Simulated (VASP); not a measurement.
# MgO (Fm-3m) in VASP: a series of runs

Runs on MgO. Level: PBEsol. Tasks: single point.

Program: VASP 6.6.1. These are calculated values, not measurements. Logs are shortened: lines on timing, memory, paths and dates and some standing lists are left out, and cuts for length are marked.

## (1) The cell of the first run

It takes space group Fm-3m (No. 225, cubic). The conventional cell has a = 4.355 Å, b = 4.355 Å, c = 4.355 Å, α = 90.00°, β = 90.00°, γ = 90.00°. Mg (site symmetry m-3m) has 6 O at 2.18 Å within 2.9 Å. O (site symmetry m-3m) has 6 Mg at 2.18 Å within 2.9 Å.

## (2) Single point, PBEsol

INCAR

```
PREC = Accurate ; ENCUT = 600
EDIFF = 1E-6 ; ISMEAR = -1
SIGMA = 0.1 ; LREAL = F
LASPH = T ; NELM = 120
ALGO = Normal ; ISIF = 2
LWAVE = F ; LCHARG = T
GGA = PS ; LELF = T
LVHAR = T ; NBANDS = 11
GGA_COMPAT = F
```

KPOINTS

```
regular mesh
0
Gamma
  9 9 9
```

POSCAR

```
MgO
1.0
    0.0000000000      2.1777000000      2.1777000000
    2.1777000000      0.0000000000      2.1777000000
    2.1777000000      2.1777000000      0.0000000000
Mg O
1 1
Direct
    0.0000000000      0.0000000000      0.0000000000
    0.5000000000      0.5000000000      0.5000000000
```

Potentials or basis: VASP PAW PBE potentials, release 64 (Mg, O).

Run with:

```
$ cat potpaw_PBE.64/Mg/POTCAR potpaw_PBE.64/O/POTCAR > POTCAR
$ mpirun -np 1 vasp_std > vasp.out
```

OUTCAR:

```text
PREC = Accurate
   ENCUT = 600
   EDIFF = 1E-6
   ISMEAR = -1
   LREAL = F
   LASPH = T
   NELM = 120
   ISIF = 2
   GGA = PS

 ion  position               nearest neighbor table
   1  0.000  0.000  0.000-   2 2.18   2 2.18   2 2.18   2 2.18   2 2.18   2 2.18
   2  0.500  0.500  0.500-   1 2.18   1 2.18   1 2.18   1 2.18   1 2.18   1 2.18

  LATTYP: Found a face centered cubic cell.
 ALAT       =     4.3554000000

  Lattice vectors:

 A1 = (   0.0000000000,   2.1777000000,   2.1777000000)
 A2 = (   2.1777000000,   0.0000000000,   2.1777000000)
 A3 = (   2.1777000000,   2.1777000000,   0.0000000000)

Analysis of symmetry for initial positions (statically):
=====================================================================
 Subroutine PRICEL returns:
 Original cell was already a primitive cell.

 Routine SETGRP: Setting up the symmetry group for a
 face centered cubic supercell.

 Subroutine GETGRP returns: Found 48 space group operations
 (whereof 48 operations were pure point group operations)
 out of a pool of 48 trial point group operations.

The static configuration has the point symmetry O_h .

Analysis of symmetry for dynamics (positions and initial velocities):
=====================================================================
 Subroutine PRICEL returns:
 Original cell was already a primitive cell.

 Routine SETGRP: Setting up the symmetry group for a
 face centered cubic supercell.

 Subroutine GETGRP returns: Found 48 space group operations
 (whereof 48 operations were pure point group operations)
 out of a pool of 48 trial point group operations.

The dynamic configuration has the point symmetry O_h .

 Subroutine INISYM returns: Found 48 space group operations
 (whereof 48 operations are pure point group operations),
 and found     1 'primitive' translations

----------------------------------------------------------------------------------------

                                     Primitive cell

  volume of cell :      20.6550

  direct lattice vectors                    reciprocal lattice vectors
     0.000000000  2.177700000  2.177700000    -0.229600037  0.229600037  0.229600037
     2.177700000  0.000000000  2.177700000     0.229600037 -0.229600037  0.229600037
     2.177700000  2.177700000  0.000000000     0.229600037  0.229600037 -0.229600037

  length of vectors
     3.079732875  3.079732875  3.079732875     0.397678929  0.397678929  0.397678929

  position of ions in fractional coordinates (direct lattice)
     0.000000000  0.000000000  0.000000000
     0.500000000  0.500000000  0.500000000

  ion indices of the primitive-cell ions
   primitive index   ion index
                 1           1
                 2           2

----------------------------------------------------------------------------------------

 KPOINTS: regular mesh

Automatic generation of k-mesh.
 Grid dimensions read from file:
 generate k-points for:    9    9    9

 Generating k-lattice:

  Cartesian coordinates                     Fractional coordinates (reciprocal lattice)
    -0.025511115  0.025511115  0.025511115     0.111111111  0.000000000  0.000000000
     0.025511115 -0.025511115  0.025511115     0.000000000  0.111111111  0.000000000
     0.025511115  0.025511115 -0.025511115     0.000000000  0.000000000  0.111111111

  Length of vectors
     0.044186548  0.044186548  0.044186548

  Shift w.r.t. Gamma in fractional coordinates (k-lattice)
     0.000000000  0.000000000  0.000000000

 Subroutine IBZKPT returns following result:
 ===========================================

 Found     35 irreducible k-points:

 Following reciprocal coordinates:
            Coordinates               Weight
  0.000000  0.000000  0.000000      1.000000
  0.111111  0.000000  0.000000      8.000000
  0.222222  0.000000  0.000000      8.000000
  0.333333  0.000000  0.000000      8.000000
  0.444444  0.000000  0.000000      8.000000
  0.111111  0.111111  0.000000      6.000000
[... 16 lines left out ...]
 -0.333333  0.333333  0.000000     12.000000
  0.444444  0.444444  0.000000      6.000000
 [... further k-points ...]
   k-points           NKPTS =     35   k-points in BZ     NKDIM =     35   number of bands    NBANDS=     11
   number of dos      NEDOS =    301   number of ions     NIONS =      2
   total plane-waves  NPLWV =  21952
   dimension x,y,z NGX =    28 NGY =   28 NGZ =   28
   dimension x,y,z NGXF=    56 NGYF=   56 NGZF=   56
   ions per type =               1   1
   NGX,Y,Z   is equivalent  to a cutoff of  15.11, 15.11, 15.11 a.u.
   NGXF,Y,Z  is equivalent  to a cutoff of  30.23, 30.23, 30.23 a.u.
 SYSTEM =  unknown system
   PREC   = accura    normal or accurate (medium, high low for compatibility)
   ISTART =      0    job   : 0-new  1-cont  2-samecut
   ICHARG =      2    charge: 1-file 2-atom 10-const
   ISPIN  =      1    spin polarized calculation?
   LNONCOLLINEAR =      F non collinear calculations
   LSORBIT =      F    spin-orbit coupling
   LASPH  =      T    aspherical Exc in radial PAW
   ENCUT  =  600.0 eV  44.10 Ry    6.64 a.u.   6.15  6.15  6.15*2*pi/ulx,y,z
   NELM   =    120;   NELMIN=  2; NELMDL= -5     # of ELM steps
   EDIFF  = 0.1E-05   stopping-criterion for ELM
   LREAL  =      F    real-space projection
   EDIFFG = 0.1E-04   stopping-criterion for IOM
   NSW    =      0    number of steps for IOM
   IBRION =     -1    ionic relax: 0-MD 1-quasi-New 2-CG
   NFREE  =      0    steps in history (QN), initial steepest desc. (CG)
   ISIF   =      2    stress and relaxation
   ISYM   =      2    0-nonsym 1-usesym 2-fastsym
   POTIM  = 0.5000    time-step for ionic-motion
   TEBEG  =    0.0;   TEEND  =   0.0 temperature during run
   PSTRESS=    0.0 pullay stress
   NELECT =       8.0000    total number of electrons
   NUPDOWN=      -1.0000    fix difference up-down
   EMIN   =  10.00;   EMAX   =-10.00  energy-range for DOS
   EFERMI =   0.00;   METHOD = LEGACY
   ISMEAR =    -1;   SIGMA  =   0.10  broadening in eV -4-tet -1-fermi 0-gaus
   EFERMI_NEDOS =   21; number of points for ismear=-14 and -15
   IALGO  =     38    algorithm
   IMIX   =      4    mixing-type and parameters
     AMIX     =   0.40;   BMIX     =  1.00
     AMIX_MAG =   1.60;   BMIX_MAG =  1.00
  volume/ion in A,a.u.               =      10.33        69.69
  Fermi-wavevector in a.u.,A,eV,Ry     =   1.193338  2.255082 19.375450  1.424055
  Thomas-Fermi vector in A             =   2.329355
   LORBIT       =      0    0 simple, 1 ext, 2 COOP (PROOUT), +10 PAW based schemes
   GGA     = PS    functional components
   LHFCALC =     F    Hartree Fock is set to
   AEXX    =    0.0000 exact exchange contribution
   IVDW    =     0    specifies the selected vdW correction
   LEPSILON=     F    determine dielectric tensor
   LRPA    =     F    only Hartree local field effects (RPA)
 non-spin polarized calculation
  energy-cutoff  :      600.00
  volume of cell :       20.65
 maximum number of plane-waves:       701
 NGX is ok and might be reduce to    28
   NGX = 13   NGY = 13   NGZ = 13

 number of electron       8.0000001 magnetization

 Free energy of the ion-electron system (eV)
  ---------------------------------------------------
  ext. energy  EPLUGINS =         0.00000000
  ---------------------------------------------------
  free energy    TOTEN  =       -12.42652607 eV

  energy without entropy =      -12.42652607  energy(sigma->0) =      -12.42652607

 E-fermi :   4.3839     XC(G=0): -10.8341

 val. band max:        2.3522863747   @ k =   0.0000   0.0000   0.0000
 cond. band min:       6.0794105710   @ k =   0.0000   0.0000   0.0000
 fundamental gap:      3.7271241963
 Fermi energy:         4.3838542543

 k-point     1 :       0.0000    0.0000    0.0000
  band No.  band energies     occupation
      1     -14.3639      2.00000
      2       2.3523      2.00000
      3       2.3523      2.00000
      4       2.3523      2.00000
      5       6.0794      0.00000
      6      17.4267      0.00000
      7      17.4267      0.00000
      8      17.4267      0.00000
      9      21.0140      0.00000
     10      22.7840      0.00000
     11      22.7840      0.00000

 k-point     2 :       0.1111    0.0000    0.0000
  band No.  band energies     occupation
      1     -14.2534      2.00000
      2       1.5793      2.00000
      3       2.2821      2.00000
      4       2.2821      2.00000
      5       6.8513      0.00000
      6      16.0003      0.00000
      7      17.6724      0.00000
      8      17.6724      0.00000
      9      21.7872      0.00000
     10      21.7872      0.00000
     11      22.6763      0.00000

 k-point     3 :       0.2222    0.0000    0.0000
  band No.  band energies     occupation
      1     -13.9584      2.00000
      2       0.1832      2.00000
      3       2.1106      2.00000
      4       2.1106      2.00000
      5       8.1799      0.00000
      6      14.4038      0.00000
      7      18.0295      0.00000
      8      18.0295      0.00000
      9      21.1947      0.00000
     10      21.1947      0.00000
     11      22.7968      0.00000

 k-point     4 :       0.3333    0.0000    0.0000
  band No.  band energies     occupation
      1     -13.5909      2.00000
      2      -1.0659      2.00000
      3       1.9256      2.00000
      4       1.9256      2.00000
      5       9.1336      0.00000
      6      13.7162      0.00000
      7      17.8523      0.00000
      8      17.8523      0.00000
      9      22.0212      0.00000
     10      22.0212      0.00000
     11      22.1251      0.00000
[... 239 lines left out ...]
 k-point    22 :      -0.4444    0.3333    0.0000
  band No.  band energies     occupation
      1     -13.0781      2.00000
      2      -1.0180      2.00000
      3       0.2091      2.00000
      4       1.3100      2.00000
      5      11.6237      0.00000
      6      12.7087      0.00000
      7      14.0194      0.00000
      8      19.0507      0.00000
      9      19.2649      0.00000
     10      26.4914      0.00000
     11      27.4682      0.00000

 k-point    23 :      -0.3333    0.3333    0.0000
  band No.  band energies     occupation
      1     -13.0924      2.00000
      2      -0.6091      2.00000
      3      -0.4427      2.00000
      4       1.4656      2.00000
      5      11.8769      0.00000
      6      13.5853      0.00000
      7      13.6257      0.00000
      8      18.7213      0.00000
      9      19.8183      0.00000
     10      24.3414      0.00000
     11      28.0084      0.00000

 k-point    24 :       0.4444    0.4444    0.0000
  band No.  band energies     occupation
      1     -13.1029      2.00000
      2      -1.3316      2.00000
      3       1.1542      2.00000
      4       1.1542      2.00000
      5      11.1725      0.00000
      6      11.2460      0.00000
      7      14.3205      0.00000
      8      19.6615      0.00000
      9      19.6615      0.00000
     10      25.9301      0.00000
     11      27.4877      0.00000

 [... further k-points ...]

------------------------ aborting loop because EDIFF is reached ----------------------------------------

  FORCE on cell =-STRESS in cart. coord.  units (eV):
  Direction    XX          YY          ZZ          XY          YZ          ZX
  --------------------------------------------------------------------------------------
  -------------------------------------------------------------------------------------
  Total       -1.7370562     -1.7370562     -1.7370562      0.0000000      0.0000000     -0.0000000
  in kB     -134.7411649   -134.7411649   -134.7411649      0.0000000      0.0000000     -0.0000000
  external PRESSURE =    -134.7411649 kB  Pullay stress =       0.0000000 kB

 VOLUME and BASIS-vectors are now :
 -----------------------------------------------------------------------------
  energy-cutoff  :      600.00
  volume of cell :       20.65
      direct lattice vectors                 reciprocal lattice vectors
     0.000000000  2.177700000  2.177700000    -0.229600037  0.229600037  0.229600037
     2.177700000  0.000000000  2.177700000     0.229600037 -0.229600037  0.229600037
     2.177700000  2.177700000  0.000000000     0.229600037  0.229600037 -0.229600037

 POSITION                                       TOTAL-FORCE (eV/Angst)
 -----------------------------------------------------------------------------------
      0.00000      0.00000      0.00000         0.000000     -0.000000     -0.000000
      2.17770      2.17770      2.17770        -0.000000      0.000000      0.000000
 -----------------------------------------------------------------------------------
    total drift:                                0.000000      0.000000      0.000000

  FREE ENERGIE OF THE ION-ELECTRON SYSTEM (eV)
  ---------------------------------------------------
  free  energy   TOTEN  =       -12.4265260685 eV

  energy  without entropy=      -12.4265260680  energy(sigma->0) =      -12.42652607
```

Run time: 23 s. Hardware: 1 thread of AMD EPYC 7R43 (Zen 3), shared host; peak memory 0.13 GiB.

Results:

```yaml
Free_energy: -12.4265 eV
Pressure: -13.5 GPa
Band_gap_on_the_k_mesh: 3.73 eV
```

Caveat: the cell stands under tension; the PAW data sets were made with another functional, which shifts forces and pressure a little. A hybrid or GW would open this gap; PBEsol tends to underestimate it.

## (3) Single point, PBEsol

INCAR

```
SYSTEM = MgO
  PREC = Accurate
  ENCUT = 600
  EDIFF = 1E-6
  ISMEAR = -1
  SIGMA = 0.1
  LREAL = .False.
  LASPH = .True.
  NELM = 120
  ALGO = Normal
  ISIF = 2
  LWAVE = .False.
  LCHARG = .False.
  GGA = PS
  NBANDS = 11
  GGA_COMPAT = .False.
```

KPOINTS

```
Automatic mesh
0
Gamma
  9 9 9
  0 0 0
```

POSCAR is that of step 2.

Potentials or basis: VASP PAW PBE potentials, release 64 (Mg, O).

Run with:

```
$ cat potpaw_PBE.64/Mg/POTCAR potpaw_PBE.64/O/POTCAR > POTCAR
$ mpirun -np 1 vasp_std > vasp.out
```

Wall time 21 s (1 thread of AMD EPYC 7R43 (Zen 3), shared host); peak memory 0.13 GiB.

It converged, with:

```
Free energy            : -12.4265 eV
Pressure               : -13.5 GPa
Band gap on the k mesh : 3.73 eV
```

Levels at points of the mesh, in eV from the valence-band top:
```tsv
k point	band 1	band 2	band 3	band 4	band 5	band 6	band 7	band 8
(0.00, 0.00, 0.00)	-16.72	0.00	0.00	0.00	3.73	15.07	15.07	15.07
```

Caveat: the cell stands under tension; the PAW data sets were made with another functional, which shifts forces and pressure a little. As with any semilocal functional, this PBEsol gap is likely too small.

## (4) Single point, PBEsol

INCAR

```
PREC = Accurate
ENCUT = 600
EDIFF = 1E-6
ISMEAR = 1
SIGMA = 0.05
LREAL = F
LASPH = T
NELM = 120
ALGO = Normal
ISIF = 2
LWAVE = F
LCHARG = F
GGA = PS
NBANDS = 11
GGA_COMPAT = F
```

KPOINTS

```
Automatic mesh
0
Gamma
  9 9 9
```

POSCAR is that of step 3.

Run with:

```
$ cat potpaw_PBE.64/Mg/POTCAR potpaw_PBE.64/O/POTCAR > POTCAR
$ mpirun -np 1 vasp_std > vasp.out
```

Run time: 20 s. Hardware: 1 thread of AMD EPYC 7R43 (Zen 3), shared host; peak memory 0.13 GiB.

Results (log left out):

```
Free energy            : -12.4265 eV
Pressure               : -13.5 GPa
Band gap on the k mesh : 3.73 eV
```

Levels at points of the mesh, in eV from the valence-band top:
```tsv
k point	band 1	band 2	band 3	band 4	band 5	band 6	band 7	band 8
(0.00, 0.00, 0.00)	-16.72	0.00	0.00	0.00	3.73	15.07	15.07	15.07
```

Caveat: the cell stands under tension; the PAW data sets were made with another functional, which shifts forces and pressure a little. PBEsol gaps usually lie below the measured ones, often by a third to a half.
